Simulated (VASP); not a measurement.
# GaN (I-4m2) in VASP: a series of runs, part 2 of 2

VASP 6.6.1. Earlier steps stand in the parts before.

## 3. Single point, PBE (strain -0.0150 x Voigt [0, 0, 1, 0, 0, 0])

Input file INCAR:

```
SYSTEM = GaN
PREC = Accurate ; ENCUT = 520
EDIFF = 1E-6 ; ISMEAR = 0
SIGMA = 0.05 ; LREAL = .False.
LASPH = .True. ; NELM = 100
ALGO = Normal ; ISIF = 2
LWAVE = .False. ; LCHARG = .False.
GGA = PE ; NBANDS = 16
```

Input file KPOINTS:

```
Automatic mesh
0
Gamma
  10 10 10
  0 0 0
```

Input file POSCAR:

```
GaN
1.0
    0.0000000000      2.2535006075      2.2196980984
    2.2535006075      0.0000000000      2.2196980984
    2.2535006075      2.2535006075      0.0000000000
Ga N
1 1
Direct
    0.0000000000      0.0000000000      0.0000000000
    0.7500000000      0.7500000000      0.7500000000
```

Potentials or basis: VASP PAW PBE potentials, release 64 (Ga_d, N).

On the command line:

```console
$ cat potpaw_PBE.64/Ga_d/POTCAR potpaw_PBE.64/N/POTCAR > POTCAR
$ mpirun -np 1 vasp_std > vasp.out
```

OUTCAR:

```text
SYSTEM = GaN
   PREC = Accurate
   ENCUT = 520
   EDIFF = 1E-6
   ISMEAR = 0
   LREAL = .False.
   LASPH = .True.
   NELM = 100
   ISIF = 2
   GGA = PE

 ion  position               nearest neighbor table
   1  0.000  0.000  0.000-   2 1.94   2 1.94   2 1.94   2 1.94
   2  0.750  0.750  0.750-   1 1.94   1 1.94   1 1.94   1 1.94

  LATTYP: Found a body centered tetragonal cell.
 ALAT       =     3.1869311219
 C/A-ratio  =     1.3930003589

  Lattice vectors:

 A1 = (   0.0000000000,  -2.2535006075,  -2.2196980984)
 A2 = (   0.0000000000,   2.2535006075,  -2.2196980984)
 A3 = (   2.2535006075,   0.0000000000,   2.2196980984)

Analysis of symmetry for initial positions (statically):
=====================================================================
 Subroutine PRICEL returns:
 Original cell was already a primitive cell.

 Routine SETGRP: Setting up the symmetry group for a
 body centered tetragonal supercell.

 Subroutine GETGRP returns: Found  8 space group operations
 (whereof  8 operations were pure point group operations)
 out of a pool of 16 trial point group operations.

[... 156 lines left out ...]
  ext. energy  EPLUGINS =         0.00000000
  ---------------------------------------------------
  free energy    TOTEN  =       -12.12771969 eV

  energy without entropy =      -12.12771969  energy(sigma->0) =      -12.12771969

 E-fermi :   5.8076     XC(G=0): -11.7483

 val. band max:        5.4926247842   @ k =   0.0000   0.0000   0.0000
 cond. band min:       7.2684104172   @ k =   0.0000   0.0000   0.0000
 fundamental gap:      1.7757856331
 Fermi energy:         5.8075978615

 k-point     1 :       0.0000    0.0000    0.0000
  band No.  band energies     occupation
      1     -10.6165      2.00000
      2      -8.0137      2.00000
      3      -8.0137      2.00000
      4      -7.9973      2.00000
      5      -7.6736      2.00000
      6      -7.6727      2.00000
[... 433 lines left out ...]
      3      -7.7768      2.00000
      4      -7.7766      2.00000
      5      -7.6065      2.00000
      6      -6.7320      2.00000
[... 8 lines left out ...]
     15      27.9081      0.00000
     16      27.9471      0.00000

 [... further k-points ...]
[... 5 lines left out ...]
  --------------------------------------------------------------------------------------
  -------------------------------------------------------------------------------------
  Total        1.0562968      1.0562968      1.3004584      0.0000000      0.0000000      0.0000000
  in kB       75.0684197     75.0684197     92.4203855      0.0000000      0.0000000      0.0000000
  external PRESSURE =      80.8524083 kB  Pullay stress =       0.0000000 kB

 VOLUME and BASIS-vectors are now :
 -----------------------------------------------------------------------------
  energy-cutoff  :      520.00
  volume of cell :       22.54
      direct lattice vectors                 reciprocal lattice vectors
     0.000000000  2.253500607  2.219698098    -0.221877020  0.221877020  0.225255858
     2.253500607  0.000000000  2.219698098     0.221877020 -0.221877020  0.225255858
     2.253500607  2.253500607  0.000000000     0.221877020  0.221877020 -0.225255858

 POSITION                                       TOTAL-FORCE (eV/Angst)
 -----------------------------------------------------------------------------------
      0.00000      0.00000      0.00000         0.000000     -0.000000     -0.000000
      3.38025      3.38025      3.32955        -0.000000      0.000000      0.000000
 -----------------------------------------------------------------------------------
    total drift:                               -0.000002     -0.000002     -0.000001

  FREE ENERGIE OF THE ION-ELECTRON SYSTEM (eV)
  ---------------------------------------------------
  free  energy   TOTEN  =       -12.1277196866 eV

  energy  without entropy=      -12.1277196866  energy(sigma->0) =      -12.12771969
```

OSZICAR:

```text
N       E                     dE             d eps       ncg     rms          rms(c)
DAV:   1     0.803414793753E+02    0.80341E+02   -0.95011E+03  3712   0.202E+03
DAV:   2    -0.847903345065E+01   -0.88821E+02   -0.82844E+02  3696   0.328E+02
DAV:   3    -0.140869739440E+02   -0.56079E+01   -0.55875E+01  3832   0.695E+01
DAV:   4    -0.141521482780E+02   -0.65174E-01   -0.65167E-01  4136   0.800E+00
DAV:   5    -0.141529947110E+02   -0.84643E-03   -0.84643E-03  3912   0.819E-01    0.777E+00
DAV:   6    -0.121252133235E+02    0.20278E+01   -0.48884E+00  4920   0.402E+01    0.268E+00
DAV:   7    -0.121352586344E+02   -0.10045E-01   -0.32904E-01  3608   0.655E+00    0.178E+00
DAV:   8    -0.121315763546E+02    0.36823E-02   -0.55316E-02  3792   0.330E+00    0.770E-01
DAV:   9    -0.121274785995E+02    0.40978E-02   -0.14557E-02  4912   0.280E+00    0.192E-01
DAV:  10    -0.121278129964E+02   -0.33440E-03   -0.15580E-03  3928   0.559E-01    0.914E-02
DAV:  11    -0.121277147063E+02    0.98290E-04   -0.28897E-04  4824   0.254E-01    0.954E-03
DAV:  12    -0.121277199478E+02   -0.52415E-05   -0.29951E-05  3816   0.530E-02    0.112E-02
DAV:  13    -0.121277196866E+02    0.26125E-06   -0.67451E-07  2888   0.150E-02
   1 F= -.12127720E+02 E0= -.12127720E+02  d E =-.164510E-21
```

Run time: 62 s. Hardware: 1 thread of Intel Xeon 8259CL, shared host; peak memory 0.16 GiB.

What came out:

| Quantity | Value |
| --- | --- |
| Free energy | -12.1277 eV |
| Pressure | 8.1 GPa |
| Band gap on the k mesh | 1.78 eV, direct |

Stress tensor (GPa, compression positive):
```
7.51 0.00 0.00
0.00 7.51 0.00
0.00 0.00 9.24
```

Levels at points of the mesh, in eV from the valence-band top:
| k point | band 6 | band 7 | band 8 | band 9 | band 10 | band 11 | band 12 | band 13 |
| --- | --- | --- | --- | --- | --- | --- | --- | --- |
| (0.00, 0.00, 0.00) | -13.17 | -0.07 | -0.07 | 0.00 | 1.78 | 10.33 | 10.37 | 10.37 |
| (0.50, 0.00, 0.00) | -11.92 | -7.18 | -1.09 | -0.98 | 4.69 | 8.76 | 10.29 | 10.52 |
| (0.50, 0.50, 0.00) | -11.45 | -6.12 | -2.88 | -2.88 | 3.25 | 6.54 | 11.91 | 14.02 |
| (0.50, 0.00, 0.50) | -11.53 | -6.29 | -2.76 | -2.76 | 3.34 | 6.79 | 11.70 | 13.93 |

Caveat: the cell differs from its parent crystal (strain -0.0150 x Voigt [0, 0, 1, 0, 0, 0]).

## 4. Single point, PBE (strain +0.0150 x Voigt [0, 0, 1, 0, 0, 0])

Input file INCAR:

```
ALGO     = Normal         # electronic algorithm
EDIFF    = 1E-6           # SCF threshold, eV
ENCUT    = 520            # plane-wave cutoff, eV
GGA      = PE             # functional
ISIF     = 2              # what is computed and relaxed
ISMEAR   = 0              # smearing method
LASPH    = True           # aspherical terms in the spheres
LCHARG   = False          # write CHGCAR
LREAL    = False          # projectors in reciprocal space
LWAVE    = False          # write WAVECAR
NBANDS   = 16             # bands
NELM     = 60             # most SCF steps
PREC     = Accurate       # precision mode
SIGMA    = 0.05           # smearing width, eV
```

Input file KPOINTS:

```
k-points
0
Gamma
  10 10 10
```

Input file POSCAR:

```
GaN
1.0
    0.0000000000      2.2535006075      2.2873031166
    2.2535006075      0.0000000000      2.2873031166
    2.2535006075      2.2535006075      0.0000000000
Ga N
1 1
Direct
    0.0000000000      0.0000000000      0.0000000000
    0.7500000000      0.7500000000      0.7500000000
```

On the command line:

```console
$ cat potpaw_PBE.64/Ga_d/POTCAR potpaw_PBE.64/N/POTCAR > POTCAR
$ mpirun -np 1 vasp_std > vasp.out
```

Wall time 60 s (1 thread of Intel Xeon 8259CL, shared host); peak memory 0.17 GiB.

It converged, with:

```yaml
Free_energy: -12.1499 eV
Pressure: 2.3 GPa
Band_gap_on_the_k_mesh: 1.60 eV, direct
```

Stress tensor (GPa, compression positive):
```
2.93 0.00 0.00
0.00 2.93 0.00
0.00 0.00 1.05
```

Levels at points of the mesh, in eV from the valence-band top:
```csv
k point,band 7,band 8,band 9,band 10,band 11,band 12
"(0.00, 0.00, 0.00)",-0.07,0.00,0.00,1.60,10.17,10.17
"(0.50, 0.00, 0.00)",-6.96,-1.03,-0.92,4.51,8.63,10.16
"(0.50, 0.50, 0.00)",-6.19,-2.60,-2.60,3.39,6.70,11.45
"(0.50, 0.00, 0.50)",-6.03,-2.71,-2.71,3.29,6.47,11.65
```

Caveat: the cell differs from its parent crystal (strain +0.0150 x Voigt [0, 0, 1, 0, 0, 0]).

## 5. Single point, PBE (strain +0.0300 x Voigt [0, 0, 1, 0, 0, 0])

Input file INCAR:

```
  ALGO = Normal
  EDIFF = 1E-7
  ENCUT = 520
  GGA = PE
  ISIF = 2
  ISMEAR = 0
  LASPH = True
  LCHARG = False
  LREAL = False
  LWAVE = False
  NBANDS = 16
  NELM = 80
  PREC = Accurate
  SIGMA = 0.05
```

KPOINTS is that of step 4.

Input file POSCAR:

```
GaN
1.0
    0.0000000000      2.2535006075      2.3211056257
    2.2535006075      0.0000000000      2.3211056257
    2.2535006075      2.2535006075      0.0000000000
Ga N
1 1
Direct
    0.0000000000      0.0000000000      0.0000000000
    0.7500000000      0.7500000000      0.7500000000
```

On the command line:

```console
$ cat potpaw_PBE.64/Ga_d/POTCAR potpaw_PBE.64/N/POTCAR > POTCAR
$ mpirun -np 1 vasp_std > vasp.out
```

Run time: 67 s. Hardware: 1 thread of Intel Xeon 8259CL, shared host; peak memory 0.16 GiB.

It converged, with:

| Quantity | Value |
| --- | --- |
| Free energy | -12.1481 eV |
| Pressure | -0.3 GPa |
| Band gap on the k mesh | 1.48 eV, direct |

Stress tensor (GPa, compression positive):
```
 0.97  0.00  0.00
 0.00  0.97  0.00
 0.00  0.00 -2.90
```

Levels at points of the mesh, in eV from the valence-band top:
```
           k point  band 5  band 6  band 7  band 8  band 9  band 10  band 11  band 12  band 13  band 14
(0.00, 0.00, 0.00)  -13.18  -13.18   -0.14    0.00    0.00     1.48    10.05    10.05    10.13    17.16
(0.50, 0.00, 0.00)  -13.13  -11.93   -6.89   -1.09   -0.87     4.37     8.53     9.98    10.38    15.32
(0.50, 0.50, 0.00)  -13.12  -11.60   -6.26   -2.50   -2.50     3.42     6.73    11.20    13.70    13.70
(0.50, 0.00, 0.50)  -13.11  -11.45   -5.94   -2.72   -2.71     3.24     6.29    11.58    13.22    13.88
```

Caveat: the cell differs from its parent crystal (strain +0.0300 x Voigt [0, 0, 1, 0, 0, 0]).

## 6. Overview

| cell | gap on the mesh (eV) | pressure (GPa) |
| --- | --- | --- |
| a = 3.139, b = 3.139, c = 3.187 Å, angles 59.5, 59.5, 61.0°, 2 atoms | 1.83 | 11.2 |
| a = 3.163, b = 3.163, c = 3.187 Å, angles 59.8, 59.8, 60.5°, 2 atoms | 1.78 | 8.1 |
| a = 3.211, b = 3.211, c = 3.187 Å, angles 60.2, 60.2, 59.5°, 2 atoms | 1.60 | 2.3 |
| a = 3.235, b = 3.235, c = 3.187 Å, angles 60.5, 60.5, 59.0°, 2 atoms | 1.48 | -0.3 |

Alike in all rows: task single point; level PBE; potentials or basis VASP PAW PBE potentials, release 64 (Ga_d, N); no spin polarisation; k mesh 10 × 10 × 10; cutoff (eV) 520; smearing gaussian 0.05 eV.

Absolute energies hang on the potentials; compare differences alone.
